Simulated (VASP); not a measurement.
## KMgF3: single point with LDA

KMgF3:

```
K Mg F
1.0
     3.90936    0.00000    0.00000
     0.00000    3.90936    0.00000
     0.00000    0.00000    3.90936
K Mg F
1 1 3
Direct
  0.50000 0.50000 0.50000
  0.00000 0.00000 0.00000
  0.50000 0.00000 0.00000
  0.00000 0.50000 0.00000
  0.00000 0.00000 0.50000
```

| Item | Value |
| --- | --- |
| Program | VASP 6.6.1 |
| Task | single point |
| Functional | LDA |
| Potentials or basis | VASP PAW LDA potentials, release 64 (K_sv, Mg, F) |
| Cutoff | 520 eV |
| k mesh | 8 × 8 × 8 |
| Occupations | fermi-dirac, width 0.02 eV |
| Spin | no spin polarisation |
| Dipole correction | no |
| Further INCAR settings | ALGO = Normal; EDIFF = 1e-06; NBANDS = 24 |

- Pressure: -0.9 GPa
- Band gap on the k mesh: 7.41 eV, indirect (least direct gap 7.73 eV)

Levels at points of the mesh, in eV from the valence-band top:
| k point | band 12 | band 13 | band 14 | band 15 | band 16 | band 17 | band 18 | band 19 | band 20 | band 21 |
| --- | --- | --- | --- | --- | --- | --- | --- | --- | --- | --- |
| (0.00, 0.00, 0.00) | -0.70 | -0.70 | -0.32 | -0.32 | -0.32 | 7.41 | 9.85 | 9.85 | 12.16 | 12.16 |
| (0.50, 0.00, 0.00) | -1.00 | -0.95 | -0.95 | -0.58 | -0.58 | 10.16 | 10.73 | 11.01 | 12.87 | 12.93 |
| (0.50, 0.50, 0.00) | -1.19 | -1.19 | -0.96 | -0.96 | -0.03 | 11.03 | 11.72 | 12.83 | 12.83 | 12.92 |
| (0.50, 0.50, 0.50) | -1.20 | -1.20 | 0.00 | 0.00 | 0.00 | 10.40 | 10.40 | 10.40 | 14.07 | 14.29 |

Run time: 27 s on 1 thread of Intel(R) Xeon(R) Platinum 8488C (Sapphire Rapids), on a shared host, peak memory 0.18 GiB.

A k mesh can miss the band edges.
